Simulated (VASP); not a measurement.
Write the native input for VASP 6.6.1 that does the following.

| Property | Result |
| --- | --- |
| Task | single point |
| Functional | PBE |
| Potentials or basis | VASP PAW PBE potentials, release 64 (Zr_sv, N) |
| Cutoff | 600 eV |
| k mesh | 9 × 9 × 9 |
| Occupations | fermi-dirac, width 0.01 eV |
| Spin | no spin polarisation |
| Dipole correction | no |
| Further INCAR settings | ALGO = Normal; EDIFF = 1e-06; NBANDS = 16 |

The structure of ZrN lies in POSCAR:

```
ZrN
1.0
    0.0000000000      2.2611553921      2.2611553921
    2.2611553921      0.0000000000      2.2611553921
    2.2611553921      2.2611553921      0.0000000000
Zr N
1 1
Direct
    0.0000000000      0.0000000000      0.0000000000
    0.5000000000      0.5000000000      0.5000000000
```

This cell differs from its parent crystal: volume scaled by 0.97.

One way to write it, as run:

INCAR

```
PREC = Accurate ; ENCUT = 600
EDIFF = 1E-6 ; ISMEAR = -1
SIGMA = 0.01 ; LREAL = False
LASPH = True ; NELM = 120
ALGO = Normal ; ISIF = 2
LWAVE = False ; LCHARG = True
GGA = PE ; LELF = True
LVHAR = True ; NBANDS = 16
GGA_COMPAT = False
```

KPOINTS

```
Automatic mesh
0
Gamma
  9 9 9
```

Potentials or basis: VASP PAW PBE potentials, release 64 (Zr_sv, N).

Launch:

```sh
$ cat potpaw_PBE.64/Zr_sv/POTCAR potpaw_PBE.64/N/POTCAR > POTCAR
$ mpirun -np 1 vasp_std > vasp.out
```

Results of the run:

```json
{
  "Pressure": "13.3 GPa"
}
```

It took 58 s on 1 thread of Intel Xeon 8259CL (shared host), peak memory 0.16 GiB.
